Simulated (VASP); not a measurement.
# B in VASP: further runs

The runs below take B through single point, relaxation of cell and atoms, with PBE.

Program: VASP 6.6.1. These are calculated values, not measurements. Logs are shortened: lines on timing, memory, paths and dates and some standing lists are left out, and cuts for length are marked.

### Step 1. The cell of the first run

The typed cell holds 3 atoms: a = 3.425 Å, b = 3.425 Å, c = 2.268 Å, α = 90.00°, β = 90.00°, γ = 120.00°.

### Step 2. Single point, PBE

INCAR reads:

```
SYSTEM = B
PREC     = Accurate       ! precision mode
ENCUT    = 520            ! plane-wave cutoff, eV
EDIFF    = 1E-6           ! SCF threshold, eV
ISMEAR   = 0              ! smearing method
SIGMA    = 0.1            ! smearing width, eV
LREAL    = .False.        ! projectors in reciprocal space
LASPH    = .True.         ! aspherical terms in the spheres
NELM     = 60             ! most SCF steps
ALGO     = Normal         ! electronic algorithm
ISIF     = 2              ! what is computed and relaxed
LWAVE    = .False.        ! write WAVECAR
LCHARG   = .False.        ! write CHGCAR
GGA      = PE             ! functional
NBANDS   = 12             ! bands
```

KPOINTS reads:

```
regular mesh
0
Gamma
  6 6 6
  0 0 0
```

POSCAR reads:

```
B
1.0
    3.4245505873     -0.0000000030      0.0000000000
   -1.7122752911      2.9657478066      0.0000000000
    0.0000000000      0.0000000000      2.2676396238
B
3
Direct
    0.5001114113      0.5001137376      0.0000000000
    0.4998862624      0.9999976738      0.0000000000
    0.0000023262      0.4998885887      0.0000000000
```

Potentials or basis: VASP PAW PBE potentials, release 64 (B).

Run with:

```sh
$ cat potpaw_PBE.64/B/POTCAR > POTCAR
$ mpirun -np 1 vasp_std > vasp.out
```

OUTCAR:

```text
SYSTEM = B
   PREC = Accurate
   ENCUT = 520
   EDIFF = 1E-6
   ISMEAR = 0
   LREAL = .False.
   LASPH = .True.
   NELM = 60
   ISIF = 2
   GGA = PE

 ion  position               nearest neighbor table
   1  0.500  0.500  0.000-   2 1.71   3 1.71   2 1.71   3 1.71
   2  0.500  1.000  0.000-   3 1.71   1 1.71   3 1.71   1 1.71
   3  0.000  0.500  0.000-   2 1.71   1 1.71   2 1.71   1 1.71

  LATTYP: Found a hexagonal cell.
 ALAT       =     3.4245505873
 C/A-ratio  =     0.6621714488

  Lattice vectors:

 A1 = (   3.4245505873,  -0.0000000030,   0.0000000000)
 A2 = (  -1.7122752911,   2.9657478066,   0.0000000000)
 A3 = (   0.0000000000,   0.0000000000,   2.2676396238)

Analysis of symmetry for initial positions (statically):
=====================================================================
 Subroutine PRICEL returns:
 Original cell was already a primitive cell.

 Routine SETGRP: Setting up the symmetry group for a
 hexagonal supercell.

 Subroutine GETGRP returns: Found 12 space group operations
 (whereof 12 operations were pure point group operations)
 out of a pool of 24 trial point group operations.

The static configuration has the point symmetry D_3h.

Analysis of symmetry for dynamics (positions and initial velocities):
=====================================================================
 Subroutine PRICEL returns:
 Original cell was already a primitive cell.

 Routine SETGRP: Setting up the symmetry group for a
 hexagonal supercell.

 Subroutine GETGRP returns: Found 12 space group operations
 (whereof 12 operations were pure point group operations)
 out of a pool of 24 trial point group operations.

The dynamic configuration has the point symmetry D_3h.

 Subroutine INISYM returns: Found 12 space group operations
 (whereof 12 operations are pure point group operations),
 and found     1 'primitive' translations

----------------------------------------------------------------------------------------

                                     Primitive cell

  volume of cell :      23.0309

  direct lattice vectors                    reciprocal lattice vectors
     3.424550587 -0.000000003  0.000000000     0.292009119  0.168591543  0.000000000
    -1.712275291  2.965747807  0.000000000     0.000000000  0.337183087  0.000000000
     0.000000000  0.000000000  2.267639624     0.000000000  0.000000000  0.440987179

  length of vectors
     3.424550587  3.424550587  2.267639624     0.337183087  0.337183087  0.440987179

  position of ions in fractional coordinates (direct lattice)
     0.500111411  0.500113738  0.000000000
     0.499886262  0.999997674  0.000000000
     0.000002326  0.499888589  0.000000000

  ion indices of the primitive-cell ions
   primitive index   ion index
                 1           1
                 2           2
                 3           3

----------------------------------------------------------------------------------------

 KPOINTS: regular mesh

Automatic generation of k-mesh.
 Grid dimensions read from file:
 generate k-points for:    6    6    6

 Generating k-lattice:

  Cartesian coordinates                     Fractional coordinates (reciprocal lattice)
     0.048668187  0.028098591  0.000000000     0.166666667  0.000000000  0.000000000
     0.000000000  0.056197181  0.000000000     0.000000000  0.166666667  0.000000000
     0.000000000  0.000000000  0.073497863     0.000000000  0.000000000  0.166666667

  Length of vectors
     0.056197181  0.056197181  0.073497863

  Shift w.r.t. Gamma in fractional coordinates (k-lattice)
     0.000000000  0.000000000  0.000000000

 Subroutine IBZKPT returns following result:
 ===========================================

 Found     28 irreducible k-points:

 Following reciprocal coordinates:
            Coordinates               Weight
  0.000000  0.000000  0.000000      1.000000
  0.166667  0.000000  0.000000      6.000000
  0.333333  0.000000  0.000000      6.000000
  0.500000  0.000000  0.000000      3.000000
  0.166667  0.166667  0.000000      6.000000
  0.333333  0.166667  0.000000     12.000000
[... 16 lines left out ...]
  0.166667  0.000000  0.500000      6.000000
  0.333333  0.000000  0.500000      6.000000
 [... further k-points ...]
   k-points           NKPTS =     28   k-points in BZ     NKDIM =     28   number of bands    NBANDS=     12
   number of dos      NEDOS =    301   number of ions     NIONS =      3
   total plane-waves  NPLWV =  14112
   dimension x,y,z NGX =    28 NGY =   28 NGZ =   18
   dimension x,y,z NGXF=    56 NGYF=   56 NGZF=   36
   ions per type =               3
   NGX,Y,Z   is equivalent  to a cutoff of  13.59, 13.59, 13.20 a.u.
   NGXF,Y,Z  is equivalent  to a cutoff of  27.19, 27.19, 26.39 a.u.
 SYSTEM =  B
   PREC   = accura    normal or accurate (medium, high low for compatibility)
   ISTART =      0    job   : 0-new  1-cont  2-samecut
   ICHARG =      2    charge: 1-file 2-atom 10-const
   ISPIN  =      1    spin polarized calculation?
   LNONCOLLINEAR =      F non collinear calculations
   LSORBIT =      F    spin-orbit coupling
   LASPH  =      T    aspherical Exc in radial PAW
   ENCUT  =  520.0 eV  38.22 Ry    6.18 a.u.   6.37  6.37  4.22*2*pi/ulx,y,z
   NELM   =     60;   NELMIN=  2; NELMDL= -5     # of ELM steps
   EDIFF  = 0.1E-05   stopping-criterion for ELM
   LREAL  =      F    real-space projection
   EDIFFG = 0.1E-04   stopping-criterion for IOM
   NSW    =      0    number of steps for IOM
   IBRION =     -1    ionic relax: 0-MD 1-quasi-New 2-CG
   NFREE  =      0    steps in history (QN), initial steepest desc. (CG)
   ISIF   =      2    stress and relaxation
   ISYM   =      2    0-nonsym 1-usesym 2-fastsym
   POTIM  = 0.5000    time-step for ionic-motion
   TEBEG  =    0.0;   TEEND  =   0.0 temperature during run
   PSTRESS=    0.0 pullay stress
   NELECT =       9.0000    total number of electrons
   NUPDOWN=      -1.0000    fix difference up-down
   EMIN   =  10.00;   EMAX   =-10.00  energy-range for DOS
   EFERMI =   0.00;   METHOD = LEGACY
   ISMEAR =     0;   SIGMA  =   0.10  broadening in eV -4-tet -1-fermi 0-gaus
   EFERMI_NEDOS =   21; number of points for ismear=-14 and -15
   IALGO  =     38    algorithm
   IMIX   =      4    mixing-type and parameters
     AMIX     =   0.40;   BMIX     =  1.00
     AMIX_MAG =   1.60;   BMIX_MAG =  1.00
  volume/ion in A,a.u.               =       7.68        51.81
  Fermi-wavevector in a.u.,A,eV,Ry     =   1.196883  2.261781 19.490741  1.432529
  Thomas-Fermi vector in A             =   2.332812
   LORBIT       =      0    0 simple, 1 ext, 2 COOP (PROOUT), +10 PAW based schemes
   GGA     = PE    functional components
   LHFCALC =     F    Hartree Fock is set to
   AEXX    =    0.0000 exact exchange contribution
   IVDW    =     0    specifies the selected vdW correction
   LEPSILON=     F    determine dielectric tensor
   LRPA    =     F    only Hartree local field effects (RPA)
 non-spin polarized calculation
 Gauss-broadening in eV      SIGMA  =   0.10
  energy-cutoff  :      520.00
  volume of cell :       23.03
 maximum number of plane-waves:       633
 NGX is ok and might be reduce to    28
   NGX = 13   NGY = 13   NGZ =  9

 number of electron       9.0000000 magnetization

 Free energy of the ion-electron system (eV)
  ---------------------------------------------------
  ext. energy  EPLUGINS =         0.00000000
  ---------------------------------------------------
  free energy    TOTEN  =       -17.51113762 eV

  energy without entropy =      -17.50866921  energy(sigma->0) =      -17.50990341

 E-fermi :   5.9148     XC(G=0): -11.5065

 val. band max:        5.8549318925   @ k =   0.1667   0.0000   0.5000
 cond. band min:       5.9762125970   @ k =   0.3333   0.0000   0.5000
 fundamental gap:      0.1212807045
 Fermi energy:         5.9148112482

 k-point     1 :       0.0000    0.0000    0.0000
  band No.  band energies     occupation
      1      -9.4454      2.00000
      2      -2.2209      2.00000
      3       3.1676      2.00000
      4       3.1676      2.00000
      5       7.1328      0.00000
      6       7.1328      0.00000
      7      10.2336      0.00000
      8      13.2549      0.00000
      9      19.3008      0.00000
     10      19.3008      0.00000
     11      21.0577      0.00000
     12      24.3824      0.00000

 k-point     2 :       0.1667    0.0000    0.0000
  band No.  band energies     occupation
      1      -9.1083      2.00000
      2      -2.8092      2.00000
      3       1.8569      2.00000
      4       2.7275      2.00000
      5       8.1413      0.00000
      6       8.6682      0.00000
      7      10.5838      0.00000
      8      14.9600      0.00000
      9      18.2595      0.00000
     10      19.1862      0.00000
     11      20.7479      0.00000
     12      22.7572      0.00000

 k-point     3 :       0.3333    0.0000    0.0000
  band No.  band energies     occupation
      1      -8.1378      2.00000
      2      -4.3771      2.00000
      3       0.4882      2.00000
      4       2.1195      2.00000
      5      10.3161      0.00000
      6      11.2958      0.00000
      7      11.5625      0.00000
      8      16.1731      0.00000
      9      18.5180      0.00000
     10      18.9682      0.00000
     11      19.2982      0.00000
     12      19.3765      0.00000

 k-point     4 :       0.5000    0.0000    0.0000
  band No.  band energies     occupation
      1      -7.0625      2.00000
      2      -5.7792      2.00000
      3       0.0587      2.00000
      4       1.8839      2.00000
      5      11.9095      0.00000
      6      12.4819      0.00000
      7      13.3444      0.00000
      8      14.7884      0.00000
      9      16.7516      0.00000
     10      17.1595      0.00000
     11      18.8645      0.00000
     12      21.9131      0.00000

 k-point     5 :       0.1667    0.1667    0.0000
  band No.  band energies     occupation
      1      -8.4514      2.00000
      2      -3.7856      2.00000
      3      -0.0511      2.00000
      4       3.3734      2.00000
      5       8.3559      0.00000
      6      11.2578      0.00000
      7      11.5149      0.00000
      8      16.7919      0.00000
      9      17.7226      0.00000
     10      18.9284      0.00000
     11      19.0357      0.00000
     12      21.3000      0.00000
[... 228 lines left out ...]
      1      -3.7408      2.00000
      2      -3.7403      2.00000
      3      -0.0917      2.00000
      4       4.3154      2.00000
      5       4.3158      2.00000
      6       8.9141      0.00000
      7       8.9459      0.00000
      8       8.9461      0.00000
      9      18.2929      0.00000
     10      20.5185      0.00000
     11      23.1219      0.00000
     12      23.3797      0.00000

 k-point    22 :       0.0000    0.0000    0.5000
  band No.  band energies     occupation
      1      -4.2372      2.00000
      2      -2.7350      2.00000
      3       0.0383      2.00000
      4       5.7947      1.91061
      5       5.7947      1.91061
      6       9.2494      0.00000
      7       9.2494      0.00000
      8      13.4619      0.00000
      9      13.4619      0.00000
     10      15.7678      0.00000
     11      18.6802      0.00000
     12      19.2516      0.00000

 k-point    23 :       0.1667    0.0000    0.5000
  band No.  band energies     occupation
      1      -3.9751      2.00000
      2      -2.3276      2.00000
      3      -0.1681      2.00000
      4       4.8962      2.00000
      5       5.8549      1.60291
      6       7.2904      0.00000
      7       8.9129      0.00000
      8      13.5816      0.00000
      9      14.3379      0.00000
     10      16.7277      0.00000
     11      18.6222      0.00000
     12      20.1200      0.00000

 k-point    24 :       0.3333    0.0000    0.5000
  band No.  band energies     occupation
      1      -3.2315      2.00000
      2      -1.1627      2.00000
      3      -0.8453      2.00000
      4       3.5608      2.00000
      5       4.2448      2.00000
      6       5.9762      0.38520
      7       8.3479      0.00000
      8      13.8597      0.00000
      9      15.2729      0.00000
     10      15.9300      0.00000
     11      22.7367      0.00000
     12      23.4664      0.00000

 [... further k-points ...]

------------------------ aborting loop because EDIFF is reached ----------------------------------------

  FORCE on cell =-STRESS in cart. coord.  units (eV):
  Direction    XX          YY          ZZ          XY          YZ          ZX
  --------------------------------------------------------------------------------------
  -------------------------------------------------------------------------------------
  Total        0.0427231      0.0427231     -0.0268995     -0.0000000     -0.0000000      0.0000000
  in kB        2.9720901      2.9720901     -1.8712992     -0.0000000     -0.0000000      0.0000000
  external PRESSURE =       1.3576270 kB  Pullay stress =       0.0000000 kB

 VOLUME and BASIS-vectors are now :
 -----------------------------------------------------------------------------
  energy-cutoff  :      520.00
  volume of cell :       23.03
      direct lattice vectors                 reciprocal lattice vectors
     3.424550587 -0.000000003  0.000000000     0.292009119  0.168591543  0.000000000
    -1.712275291  2.965747807  0.000000000     0.000000000  0.337183087  0.000000000
     0.000000000  0.000000000  2.267639624     0.000000000  0.000000000  0.440987179

 POSITION                                       TOTAL-FORCE (eV/Angst)
 -----------------------------------------------------------------------------------
      0.85632      1.48321      0.00000        -0.000468     -0.000811      0.000000
     -0.00039      2.96574      0.00000         0.000937     -0.000000     -0.000000
     -0.85594      1.48254      0.00000        -0.000468      0.000811      0.000000
 -----------------------------------------------------------------------------------
    total drift:                                0.000000     -0.000000     -0.000000

  FREE ENERGIE OF THE ION-ELECTRON SYSTEM (eV)
  ---------------------------------------------------
  free  energy   TOTEN  =       -17.5111376165 eV

  energy  without entropy=      -17.5086692110  energy(sigma->0) =      -17.50990341
```

It took 5.3 s on 1 thread of Intel Xeon 6975P-C (Granite Rapids), shared host; peak memory 0.13 GiB.

Results:

```
Free energy : -17.5111 eV
Pressure    : 0.1 GPa
```

Stress tensor (GPa, compression positive):
```
 0.30  0.00  0.00
 0.00  0.30  0.00
 0.00  0.00 -0.19
```

Levels at points of the mesh, in eV from the Fermi level:
| k point | band 1 | band 2 | band 3 | band 4 | band 5 | band 6 | band 7 | band 8 | band 9 |
| --- | --- | --- | --- | --- | --- | --- | --- | --- | --- |
| (0.00, 0.00, 0.00) | -15.36 | -8.14 | -2.75 | -2.75 | 1.22 | 1.22 | 4.32 | 7.34 | 13.39 |
| (0.50, 0.00, 0.00) | -12.98 | -11.69 | -5.86 | -4.03 | 5.99 | 6.57 | 7.43 | 8.87 | 10.84 |
| (0.00, 0.00, 0.50) | -10.15 | -8.65 | -5.88 | -0.12 | -0.12 | 3.33 | 3.33 | 7.55 | 7.55 |
| (0.50, 0.00, 0.50) | -8.33 | -7.58 | -5.89 | -3.56 | -2.87 | 0.12 | 2.19 | 8.11 | 8.81 |

Caveat: the k points lie up to 0.46 Å⁻¹ apart.

### Step 3. Single point, PBE

This run uses another cell than the first one, of 7.89 Å³/atom, 1.028 times its volume.

INCAR reads:

```
SYSTEM = B
PREC = Accurate
ENCUT = 520
EDIFF = 1E-7
ISMEAR = 0
SIGMA = 0.1
LREAL = .False.
LASPH = .True.
NELM = 60
ALGO = Normal
ISIF = 2
LWAVE = .False.
LCHARG = .True.
GGA = PE
LELF = .True.
LVHAR = .True.
NBANDS = 12
```

KPOINTS reads:

```
Automatic mesh
0
Gamma
  18 18 20
  0 0 0
```

POSCAR reads:

```
B
1.0
    3.4116035932      0.0000000000      0.0000000000
   -1.7058017966      2.9545353794      0.0000000000
    0.0000000000      0.0000000000      2.3482882174
B
3
Direct
    0.5000000000      0.5000000000      0.0000000000
    0.5000000000      0.0000000000      0.0000000000
    0.0000000000      0.5000000000      0.0000000000
```

Potentials or basis: VASP PAW PBE potentials, release 64 (B).

Run with:

```sh
$ cat potpaw_PBE.64/B/POTCAR > POTCAR
$ mpirun -np 1 vasp_std > vasp.out
```

Wall time 42 s (1 thread of Intel Xeon 6975P-C (Granite Rapids), shared host); peak memory 0.2 GiB.

It converged, with:

```
Free energy : -17.4209 eV
Pressure    : 0.0 GPa
```

Levels at points of the mesh, in eV from the Fermi level:
| k point | band 1 | band 2 | band 3 | band 4 | band 5 | band 6 | band 7 | band 8 |
| --- | --- | --- | --- | --- | --- | --- | --- | --- |
| (0.00, 0.00, 0.00) | -14.72 | -7.57 | -2.14 | -2.14 | 2.06 | 2.06 | 3.64 | 7.97 |
| (0.50, 0.00, 0.00) | -12.32 | -11.07 | -5.28 | -3.34 | 5.96 | 6.66 | 8.01 | 8.31 |
| (0.00, 0.00, 0.50) | -10.17 | -8.03 | -5.71 | 0.07 | 0.07 | 4.20 | 4.20 | 7.62 |
| (0.50, 0.00, 0.50) | -8.30 | -7.51 | -5.21 | -2.89 | -2.73 | 0.25 | 2.99 | 8.41 |

(Continued in part 2 of 2.)
